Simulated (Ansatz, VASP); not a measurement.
**CuI: VASP beside Ansatz**

```
CELL_PARAMETERS angstrom
4.28719 0.00000 0.00000
2.14359 3.71281 0.00000
2.14359 1.23760 3.50047
ATOMIC_POSITIONS crystal
Cu 0.25000 0.25000 0.25000
I 0.00000 0.00000 0.00000
```

Alike in both runs: task relaxation of cell and atoms; functional PBE; dispersion D3(BJ); k mesh 6 × 6 × 6; no spin polarisation.

|  | VASP | Ansatz |
| --- | --- | --- |
| version | VASP 6.6.1 | Ansatz 0.2.0 |
| potentials or method | VASP PAW PBE potentials, release 64 (Cu, I), cutoff 600 eV | plane waves, PAW |
| occupations | gaussian, width 0.01 eV | fixed |
| valence electrons in the cell | 18 | 36 |

```csv
,VASP,Ansatz,Ansatz less VASP
relaxed volume (Å³/atom),26.66,26.62,-0.037
relaxed length of the cell vector where the two differ most in proportion (Å),4.225,4.223,-0.0020
```

VASP's potentials hold 18 valence electrons a cell and Ansatz's 36, so a difference there can come from the potentials and not from the codes.

Neither program's run includes spin-orbit coupling.
